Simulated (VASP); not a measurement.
## La: single point with r2SCAN

La:

```
La
1.0
    -2.08783    2.08783    2.08783
     2.08783   -2.08783    2.08783
     2.08783    2.08783   -2.08783
La
1
Direct
  0.00000 0.00000 0.00000
```

```yaml
Program: VASP 6.6.1
Task: single point
Functional: r2SCAN
Potentials_or_basis: VASP PAW PBE potentials, release 64 (La)
Cutoff: 520 eV
k_mesh: 8 × 8 × 8
Occupations: fermi-dirac, width 0.1 eV
Spin: no spin polarisation
```

```
Pressure : 1.3 GPa
```

Levels at points of the mesh, in eV from the Fermi level:
```tsv
k point	band 2	band 3	band 4	band 5	band 6	band 7	band 8	band 9	band 10	band 11
(0.00, 0.00, 0.00)	-16.55	-16.55	-16.55	-3.35	1.72	1.72	1.72	1.80	1.80	1.80
(0.50, 0.00, 0.00)	-18.07	-17.01	-16.58	-1.96	-0.13	1.79	1.82	2.23	2.51	2.51
(0.50, 0.50, 0.50)	-17.55	-17.55	-17.55	-2.20	-2.20	2.01	2.18	2.18	2.18	2.71
```

It took 30 s on 1 thread of Intel(R) Xeon(R) 6975P-C (Granite Rapids) (shared host), peak memory 0.18 GiB.

Caveat: the PAW data sets were made with another functional, which shifts forces and pressure a little; spin-orbit coupling is left out, which moves the levels of the heavy elements.
